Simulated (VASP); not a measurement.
F: single point with PBEsol

Crystal: F.

```xyz
4
Lattice="3.6463 -2.1547 0.0000 3.6463 2.1547 0.0000 0.0000 0.0000 6.5670" Properties=species:S:1:pos:R:3 pbc="T T T"
F     3.6463   -1.7778    0.6305
F     3.6463   -0.3769    3.9140
F     3.6463    0.3769    2.6530
F     3.6463    1.7778    5.9365
```

This cell differs from its parent crystal: strain +0.030 along x and y, +0.030 along z.

```yaml
Program: VASP 6.6.1
Task: single point
Functional: PBEsol
Potentials_or_basis: VASP PAW PBE potentials, release 64 (F)
Cutoff: 520 eV
k_mesh: 6 × 6 × 4
Occupations: gaussian, width 0.05 eV
Spin: no spin polarisation
```

```
Pressure               : -3.2 GPa
Largest force          : 1.741 eV/Å
Band gap on the k mesh : 2.59 eV
```

Forces in eV/Å, atoms in the order of the input:
```
F    0.000 -0.898 -1.492
F    0.000  0.898 -1.492
F    0.000 -0.898  1.492
F    0.000  0.898  1.492
```

Stress tensor (GPa, compression positive):
```
-0.43  0.00  0.00
 0.00 -2.71  0.00
 0.00  0.00 -6.33
```

Levels at points of the mesh, in eV from the valence-band top:
```csv
k point,band 10,band 11,band 12,band 13,band 14,band 15,band 16,band 17,band 18,band 19
"(0.00, 0.00, 0.00)",-2.94,-0.31,-0.13,-0.05,0.00,2.59,2.89,8.51,11.60,12.19
"(0.50, 0.00, 0.00)",-3.02,-0.13,-0.13,-0.11,-0.11,2.75,2.75,11.34,11.34,14.11
"(0.50, 0.50, 0.00)",-2.98,-0.32,-0.23,-0.02,0.00,2.64,2.87,11.00,12.20,13.61
"(0.00, 0.00, 0.50)",-2.98,-0.16,-0.16,-0.09,-0.09,2.71,2.71,9.45,9.45,15.53
"(0.50, 0.00, 0.50)",-3.02,-0.12,-0.12,-0.09,-0.09,2.75,2.75,12.04,12.04,12.12
"(0.50, 0.50, 0.50)",-3.02,-0.17,-0.17,-0.12,-0.12,2.74,2.74,11.71,11.71,13.02
```

It took 28 s on 1 thread of Intel(R) Xeon(R) Platinum 8559C (Emerald Rapids) (shared host), peak memory 0.23 GiB.

Caveat: the cell differs from its parent crystal (strain +0.030 along x and y, +0.030 along z); the stress differs along the axes, from -6 to -0 GPa; the PAW data sets were made with another functional, which shifts forces and pressure a little. A k mesh can miss the band edges.
